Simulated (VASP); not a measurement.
Write the native input for VASP 6.6.1 that does the following.

* Task: single point
* Functional: PBEsol
* Potentials or basis: VASP PAW PBE potentials, release 64 (Al, Ga_d, N)
* Cutoff: 520 eV
* k mesh: 6 × 6 × 6
* Occupations: gaussian, width 0.05 eV
* Spin: no spin polarisation
* Dipole correction: no
* Further INCAR settings: ALGO = Normal; EDIFF = 1e-07; NBANDS = 31

The structure of Al3GaN4 lies in POSCAR:

```
Al3GaN4
1.0
    4.4069948456      0.0000000000      0.0000000000
    0.0000000000      4.4069948456      0.0000000000
    0.0000000000      0.0000000000      4.4069948456
Al Ga N
3 1 4
Direct
    0.5000000000      0.4951270483      0.0000000000
    0.5000000000     -0.0170183998      0.5000000000
    0.0000000000      0.4951270483      0.5000000000
    0.0000000000      0.0141948736      0.0000000000
    0.7495883950      0.7399321216      0.2504116050
    0.7398270404      0.2505166862      0.7398270404
    0.2504116050      0.7399321216      0.7495883950
    0.2601729596      0.2505166862      0.2601729596
```

This cell differs from its parent crystal: mode 4 (242.1 1/cm) frozen in, largest displacement +0.075 Å.

The input as run:

INCAR

```
SYSTEM = Al3GaN4
PREC = Accurate
ENCUT = 520
EDIFF = 1E-7
ISMEAR = 0
SIGMA = 0.05
LREAL = .False.
LASPH = .True.
NELM = 80
ALGO = Normal
ISIF = 2
LWAVE = .False.
LCHARG = .False.
GGA = PS
NBANDS = 31
```

KPOINTS

```
Automatic mesh
0
Gamma
  6 6 6
  0 0 0
```

Potentials or basis: VASP PAW PBE potentials, release 64 (Al, Ga_d, N).

Run with:

```bash
$ cat potpaw_PBE.64/Al/POTCAR potpaw_PBE.64/Ga_d/POTCAR potpaw_PBE.64/N/POTCAR > POTCAR
$ mpirun -np 1 vasp_std > vasp.out
```

It gave:

```json
{
 "Pressure": "-0.1 GPa",
 "Largest force": "0.931 eV/Å",
 "Band gap on the k mesh": "3.23 eV, indirect (the least direct gap lies 2.0 meV higher)"
}
```

Caveat: the cell differs from its parent crystal (mode 4 (242.1 1/cm) frozen in, largest displacement +0.075 Å); the PAW data sets were made with another functional, which shifts forces and pressure a little.

Wall time 98 s on 1 thread of Intel(R) Xeon(R) Platinum 8375C CPU @ 2.90GHz (Ice Lake), on a shared host, peak memory 0.27 GiB.
